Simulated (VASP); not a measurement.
# K2S (Fm-3m) in VASP: notebook, part 2 of 3

VASP 6.6.1. The steps go on from the part before.

**3. Single point, PBE**

This run uses another cell than the first one, of 34.61 Å³/atom.

INCAR reads:

```
PREC = Accurate ; ENCUT = 500
EDIFF = 1E-6 ; ISMEAR = 0
SIGMA = 0.01 ; LREAL = F
LASPH = T ; NELM = 120
ALGO = Normal ; ISIF = 2
LWAVE = F ; LCHARG = F
GGA = PE ; NBANDS = 19
GGA_COMPAT = F
```

KPOINTS reads:

```
Automatic mesh
0
Gamma
  6 6 6
```

POSCAR reads:

```
K2S
1.0
    0.0000000000      3.7306303221      3.7306303221
    3.7306303221      0.0000000000      3.7306303221
    3.7306303221      3.7306303221      0.0000000000
K S
2 1
Direct
    0.2500000000      0.2500000000      0.2500000000
    0.7500000000      0.7500000000      0.7500000000
    0.0000000000      0.0000000000      0.0000000000
```

Potentials or basis: VASP PAW PBE potentials, release 64 (K_sv, S).

Run with:

```sh
$ cat potpaw_PBE.64/K_sv/POTCAR potpaw_PBE.64/S/POTCAR > POTCAR
$ mpirun -np 1 vasp_std > vasp.out
```

OUTCAR:

```text
PREC = Accurate
   ENCUT = 500
   EDIFF = 1E-6
   ISMEAR = 0
   LREAL = F
   LASPH = T
   NELM = 120
   ISIF = 2
   GGA = PE

 ion  position               nearest neighbor table
   1  0.250  0.250  0.250-   3 3.23   3 3.23   3 3.23   3 3.23   2 3.73   2 3.73   2 3.73   2 3.73
                             2 3.73   2 3.73
   2  0.750  0.750  0.750-   3 3.23   3 3.23   3 3.23   3 3.23   1 3.73   1 3.73   1 3.73   1 3.73
                             1 3.73   1 3.73
   3  0.000  0.000  0.000-   2 3.23   2 3.23   2 3.23   1 3.23   2 3.23   1 3.23   1 3.23   1 3.23

  LATTYP: Found a face centered cubic cell.
 ALAT       =     7.4612606442

  Lattice vectors:

 A1 = (   0.0000000000,   3.7306303221,   3.7306303221)
 A2 = (   3.7306303221,   0.0000000000,   3.7306303221)
 A3 = (   3.7306303221,   3.7306303221,   0.0000000000)

Analysis of symmetry for initial positions (statically):
=====================================================================
 Subroutine PRICEL returns:
 Original cell was already a primitive cell.

 Routine SETGRP: Setting up the symmetry group for a
 face centered cubic supercell.

 Subroutine GETGRP returns: Found 48 space group operations
 (whereof 48 operations were pure point group operations)
 out of a pool of 48 trial point group operations.

The static configuration has the point symmetry O_h .

Analysis of symmetry for dynamics (positions and initial velocities):
=====================================================================
 Subroutine PRICEL returns:
 Original cell was already a primitive cell.

 Routine SETGRP: Setting up the symmetry group for a
 face centered cubic supercell.

 Subroutine GETGRP returns: Found 48 space group operations
 (whereof 48 operations were pure point group operations)
 out of a pool of 48 trial point group operations.

The dynamic configuration has the point symmetry O_h .

 Subroutine INISYM returns: Found 48 space group operations
 (whereof 48 operations are pure point group operations),
 and found     1 'primitive' translations

----------------------------------------------------------------------------------------

                                     Primitive cell

  volume of cell :     103.8429

  direct lattice vectors                    reciprocal lattice vectors
     0.000000000  3.730630322  3.730630322    -0.134025609  0.134025609  0.134025609
     3.730630322  0.000000000  3.730630322     0.134025609 -0.134025609  0.134025609
     3.730630322  3.730630322  0.000000000     0.134025609  0.134025609 -0.134025609

  length of vectors
     5.275907998  5.275907998  5.275907998     0.232139164  0.232139164  0.232139164

  position of ions in fractional coordinates (direct lattice)
     0.250000000  0.250000000  0.250000000
     0.750000000  0.750000000  0.750000000
     0.000000000  0.000000000  0.000000000

  ion indices of the primitive-cell ions
   primitive index   ion index
                 1           1
                 2           2
                 3           3

----------------------------------------------------------------------------------------

 KPOINTS: Automatic mesh

Automatic generation of k-mesh.
 Grid dimensions read from file:
 generate k-points for:    6    6    6

 Generating k-lattice:

  Cartesian coordinates                     Fractional coordinates (reciprocal lattice)
    -0.022337601  0.022337601  0.022337601     0.166666667  0.000000000  0.000000000
     0.022337601 -0.022337601  0.022337601     0.000000000  0.166666667  0.000000000
     0.022337601  0.022337601 -0.022337601     0.000000000  0.000000000  0.166666667

  Length of vectors
     0.038689861  0.038689861  0.038689861

  Shift w.r.t. Gamma in fractional coordinates (k-lattice)
     0.000000000  0.000000000  0.000000000

 Subroutine IBZKPT returns following result:
 ===========================================

 Found     16 irreducible k-points:

 Following reciprocal coordinates:
            Coordinates               Weight
  0.000000  0.000000  0.000000      1.000000
  0.166667  0.000000  0.000000      8.000000
  0.333333  0.000000  0.000000      8.000000
  0.500000  0.000000  0.000000      4.000000
  0.166667  0.166667  0.000000      6.000000
  0.333333  0.166667  0.000000     24.000000
[... 8 lines left out ...]
 -0.333333  0.333333  0.166667     24.000000
 -0.333333  0.500000  0.166667     12.000000
   k-points           NKPTS =     16   k-points in BZ     NKDIM =     16   number of bands    NBANDS=     19
   number of dos      NEDOS =    301   number of ions     NIONS =      3
   total plane-waves  NPLWV =  64000
   dimension x,y,z NGX =    40 NGY =   40 NGZ =   40
   dimension x,y,z NGXF=    80 NGYF=   80 NGZF=   80
   ions per type =               2   1
   NGX,Y,Z   is equivalent  to a cutoff of  12.60, 12.60, 12.60 a.u.
   NGXF,Y,Z  is equivalent  to a cutoff of  25.21, 25.21, 25.21 a.u.
 SYSTEM =  unknown system
   PREC   = accura    normal or accurate (medium, high low for compatibility)
   ISTART =      0    job   : 0-new  1-cont  2-samecut
   ICHARG =      2    charge: 1-file 2-atom 10-const
   ISPIN  =      1    spin polarized calculation?
   LNONCOLLINEAR =      F non collinear calculations
   LSORBIT =      F    spin-orbit coupling
   LASPH  =      T    aspherical Exc in radial PAW
   ENCUT  =  500.0 eV  36.75 Ry    6.06 a.u.   9.62  9.62  9.62*2*pi/ulx,y,z
   NELM   =    120;   NELMIN=  2; NELMDL= -5     # of ELM steps
   EDIFF  = 0.1E-05   stopping-criterion for ELM
   LREAL  =      F    real-space projection
   EDIFFG = 0.1E-04   stopping-criterion for IOM
   NSW    =      0    number of steps for IOM
   IBRION =     -1    ionic relax: 0-MD 1-quasi-New 2-CG
   NFREE  =      0    steps in history (QN), initial steepest desc. (CG)
   ISIF   =      2    stress and relaxation
   ISYM   =      2    0-nonsym 1-usesym 2-fastsym
   POTIM  = 0.5000    time-step for ionic-motion
   TEBEG  =    0.0;   TEEND  =   0.0 temperature during run
   PSTRESS=    0.0 pullay stress
   NELECT =      24.0000    total number of electrons
   NUPDOWN=      -1.0000    fix difference up-down
   EMIN   =  10.00;   EMAX   =-10.00  energy-range for DOS
   EFERMI =   0.00;   METHOD = LEGACY
   ISMEAR =     0;   SIGMA  =   0.01  broadening in eV -4-tet -1-fermi 0-gaus
   EFERMI_NEDOS =   21; number of points for ismear=-14 and -15
   IALGO  =     38    algorithm
   IMIX   =      4    mixing-type and parameters
     AMIX     =   0.40;   BMIX     =  1.00
     AMIX_MAG =   1.60;   BMIX_MAG =  1.00
  volume/ion in A,a.u.               =      34.61       233.59
  Fermi-wavevector in a.u.,A,eV,Ry     =   1.004661  1.898535 13.732965  1.009344
  Thomas-Fermi vector in A             =   2.137291
   LORBIT       =      0    0 simple, 1 ext, 2 COOP (PROOUT), +10 PAW based schemes
   GGA     = PE    functional components
   LHFCALC =     F    Hartree Fock is set to
   AEXX    =    0.0000 exact exchange contribution
   IVDW    =     0    specifies the selected vdW correction
   LEPSILON=     F    determine dielectric tensor
   LRPA    =     F    only Hartree local field effects (RPA)
 non-spin polarized calculation
 Gauss-broadening in eV      SIGMA  =   0.01
  energy-cutoff  :      500.00
  volume of cell :      103.84
 maximum number of plane-waves:      2685
 NGX is ok and might be reduce to    40
   NGX = 19   NGY = 19   NGZ = 19

 number of electron      24.0000000 magnetization

 Free energy of the ion-electron system (eV)
  ---------------------------------------------------
  ext. energy  EPLUGINS =         0.00000000
  ---------------------------------------------------
  free energy    TOTEN  =        -9.42076770 eV

  energy without entropy =       -9.42076770  energy(sigma->0) =       -9.42076770

 E-fermi :  -0.3722     XC(G=0):  -7.2543

 val. band max:       -0.4220789857   @ k =   0.5000   0.5000   0.0000
 cond. band min:       1.9001765804   @ k =   0.0000   0.0000   0.0000
 fundamental gap:      2.3222555661
 Fermi energy:        -0.3722084710

 k-point     1 :       0.0000    0.0000    0.0000
  band No.  band energies     occupation
      1     -29.6858      2.00000
      2     -29.6107      2.00000
      3     -13.2725      2.00000
      4     -13.2725      2.00000
      5     -13.2725      2.00000
      6     -13.0496      2.00000
[... 11 lines left out ...]
     18       6.9718      0.00000
     19       7.8716      0.00000
[... 313 lines left out ...]
      3     -13.4397      2.00000
      4     -13.3463      2.00000
      5     -13.2528      2.00000
      6     -13.0962      2.00000
[... 11 lines left out ...]
     18       7.0341      0.00000
     19       7.2605      0.00000

------------------------ aborting loop because EDIFF is reached ----------------------------------------

  FORCE on cell =-STRESS in cart. coord.  units (eV):
  Direction    XX          YY          ZZ          XY          YZ          ZX
  --------------------------------------------------------------------------------------
  -------------------------------------------------------------------------------------
  Total        0.0239410      0.0239410      0.0239410      0.0000000      0.0000000      0.0000000
  in kB        0.3693830      0.3693830      0.3693830      0.0000000      0.0000000      0.0000000
  external PRESSURE =       0.3693830 kB  Pullay stress =       0.0000000 kB

 VOLUME and BASIS-vectors are now :
 -----------------------------------------------------------------------------
  energy-cutoff  :      500.00
  volume of cell :      103.84
      direct lattice vectors                 reciprocal lattice vectors
     0.000000000  3.730630322  3.730630322    -0.134025609  0.134025609  0.134025609
     3.730630322  0.000000000  3.730630322     0.134025609 -0.134025609  0.134025609
     3.730630322  3.730630322  0.000000000     0.134025609  0.134025609 -0.134025609

 POSITION                                       TOTAL-FORCE (eV/Angst)
 -----------------------------------------------------------------------------------
      1.86532      1.86532      1.86532        -0.000000     -0.000000     -0.000000
      5.59595      5.59595      5.59595         0.000000      0.000000      0.000000
      0.00000      0.00000      0.00000         0.000000      0.000000     -0.000000
 -----------------------------------------------------------------------------------
    total drift:                               -0.000000     -0.000000      0.000000

  FREE ENERGIE OF THE ION-ELECTRON SYSTEM (eV)
  ---------------------------------------------------
  free  energy   TOTEN  =        -9.4207676953 eV

  energy  without entropy=       -9.4207676953  energy(sigma->0) =       -9.42076770
```

Run time: 43 s. Hardware: 1 thread of Intel Xeon Platinum 8175M at 2.50GHz (Skylake/Cascade Lake), shared host; peak memory 0.23 GiB.

What came out:

| Quantity | Value |
| --- | --- |
| Free energy | -9.4208 eV |
| Pressure | 0.0 GPa |
| Band gap on the k mesh | 2.32 eV (least direct gap 2.50 eV) |

Levels at points of the mesh, in eV from the valence-band top:
```
           k point  band 9  band 10  band 11  band 12  band 13  band 14  band 15  band 16
(0.00, 0.00, 0.00)   -9.60    -0.17    -0.17    -0.17     2.32     5.46     5.46     7.39
(0.50, 0.00, 0.00)   -9.41    -0.60    -0.06    -0.06     4.67     4.91     5.78     5.78
(0.50, 0.50, 0.00)   -9.37    -0.72     0.00     0.00     3.50     5.25     6.48     6.59
```

A k mesh can miss the band edges.

[end of part 2 of 3]
